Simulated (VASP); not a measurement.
A run of VASP 6.6.1 is set up as follows.

The input INCAR:

```
  PREC = Accurate
  ENCUT = 520
  EDIFF = 1E-7
  ISMEAR = 0
  SIGMA = 0.05
  LREAL = F
  LASPH = T
  NELM = 60
  ALGO = Normal
  ISIF = 2
  LWAVE = F
  LCHARG = F
  GGA = PS
  NBANDS = 20
```

Contents of KPOINTS:

```
regular mesh
0
Gamma
  18 18 8
```

Contents of POSCAR:

```
In
1.0
    3.3354847800      0.0000000000      0.0000000000
   -1.6677423900      2.8886145600      0.0000000000
    0.0000000000      0.0000000000      5.5091429200
In
2
Direct
    0.3333333300      0.6666666700      0.2500000000
    0.6666666700      0.3333333300      0.7500000000
```

Potentials or basis: VASP PAW PBE potentials, release 64 (In_d).

Run with:

```bash
$ cat potpaw_PBE.64/In_d/POTCAR > POTCAR
$ mpirun -np 1 vasp_std > vasp.out
```

Problem. What does it give for the pressure?

Solution. -1.3 GPa.

Problem. Estimate the band gap on the k mesh.

Solution. Zero (bands 13 and 14 overlap by 6.10 eV).

Stress tensor (GPa, compression positive):
```
-1.32  0.00  0.00
 0.00 -1.32  0.00
 0.00  0.00 -1.12
```

Caveat: the PAW data sets were made with another functional, which shifts forces and pressure a little; spin-orbit coupling is left out, which moves the levels of the heavy elements.
